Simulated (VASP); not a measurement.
Here is a VASP 6.6.1 calculation.

Contents of INCAR:

```
PREC = Accurate
ENCUT = 520
EDIFF = 1E-6
ISMEAR = 0
SIGMA = 0.01
LREAL = Auto
LASPH = T
NELM = 80
ALGO = Normal
ISIF = 2
LWAVE = F
LCHARG = F
GGA = PE
NBANDS = 542
NCORE = 4
```

Contents of KPOINTS:

```
regular mesh
0
Gamma
  1 1 1
```

The input POSCAR:

```
MgB107N107
1.0
   10.8723311500      0.0000000000      0.0000000000
    0.0000000000      0.0000000000    -10.8723311500
    0.0000000000     10.8723311500      0.0000000000
B N Mg
107 107 1
Direct
   -0.0004489470     -0.0004027659      0.0003947790
   -0.0001638122      0.1663521980      0.1670422956
    0.1663062812     -0.0001171650      0.1670414522
    0.1662825010      0.1663302623      0.0006291876
   -0.0001615702     -0.0001173658      0.3335095823
   -0.0004039196      0.1665020402      0.5003274822
[... 207 lines left out ...]
    0.9162481839      0.9162938822      0.9169927452
    0.4774742160      0.4775227795      0.6446542915
```

Potentials or basis: VASP PAW PBE potentials, release 64 (B, N, Mg).

Launch:

```console
$ cat potpaw_PBE.64/B/POTCAR potpaw_PBE.64/N/POTCAR potpaw_PBE.64/Mg/POTCAR > POTCAR
$ mpirun -np 4 vasp_gam > vasp.out
```

**Question.** Predict the pressure.

**Answer.** 2.2 GPa.

**Question.** What does it give for the largest force?

**Answer.** 0.028 eV/Å.

**Question.** What does it give for the band gap on the k mesh?

**Answer.** 3.52 eV.

Stress tensor (GPa, compression positive):
```
 2.19 -0.24  0.23
-0.24  2.19  0.24
 0.23  0.24  2.19
```

Caveat: the k points lie up to 0.58 Å⁻¹ apart.
